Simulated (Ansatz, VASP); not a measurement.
**One calculation of BN, two programs**

```
B N
1.0
     0.00000    3.61500    3.61500
     3.61500    0.00000    3.61500
     3.61500    3.61500    0.00000
B N
8 8
Direct
  0.00000 0.00000 0.00000
  0.00000 0.00000 0.50000
  0.00000 0.50000 0.00000
  0.00000 0.50000 0.50000
  0.50000 0.00000 0.00000
  0.50000 0.00000 0.50000
  0.50000 0.50000 0.00000
  0.50000 0.50000 0.50000
  0.12500 0.12500 0.12500
  0.12500 0.12500 0.62500
  0.12500 0.62500 0.12500
  0.12500 0.62500 0.62500
  0.62500 0.12500 0.12500
  0.62500 0.12500 0.62500
  0.62500 0.62500 0.12500
  0.62500 0.62500 0.62500
```

Alike in both runs: task single point; functional PBE; k mesh 2 × 2 × 2; occupations gaussian, width 0.02 eV; no spin polarisation.

```csv
,VASP,Ansatz
version,VASP 6.6.1,Ansatz 0.2.0
potentials or method,"VASP PAW PBE potentials, release 64 (B, N)","plane waves, PAW"
plane-wave cutoff (eV),600,420
valence electrons in the cell,64,64
```

|  | VASP | Ansatz | Ansatz less VASP |
| --- | --- | --- | --- |
| gap on the k mesh at the Fermi level (eV) | 4.44 | 4.45 | +0.012 |

The k mesh is coarse, so the values compare programs but aren't converged.
